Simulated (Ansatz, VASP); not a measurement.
## GaH: VASP beside Ansatz

```
Ga H
1.0
     2.77034    0.00000    0.00000
     0.00000    2.77034    0.00000
     0.00000    0.00000    3.07742
Ga H
1 1
Direct
  0.50000 0.50000 0.50000
  0.00000 0.00000 0.00000
```

Change from the starting cell: species swapped into the CaPb type (P4/mmm, No. 123).

Alike in both runs: functional PBE; k mesh 5 × 5 × 4; occupations gaussian, width 0.15 eV; no spin polarisation.

Ansatz relaxed the structure, and its values are those at the end. VASP's run is a single point on that final structure, the one shown.

|  | VASP | Ansatz |
| --- | --- | --- |
| version | VASP 6.6.1 | Ansatz 0.2.0 |
| potentials or method | VASP PAW PBE potentials, release 64 (Ga_d, H), cutoff 500 eV | scalar-relativistic, plane waves, PAW |
| valence electrons in the cell | 14 | 14 |

Ansatz gave:

* gap on the k mesh at the Fermi level (eV): none
* pressure (GPa): -0.4

Q: What did VASP give for the same quantities?

A: gap on the k mesh at the Fermi level (eV): none; pressure (GPa): -0.3.

A gap of «none» marks a metal or a gap that the smearing closes.

The k mesh is coarse, so the values compare programs but aren't converged.
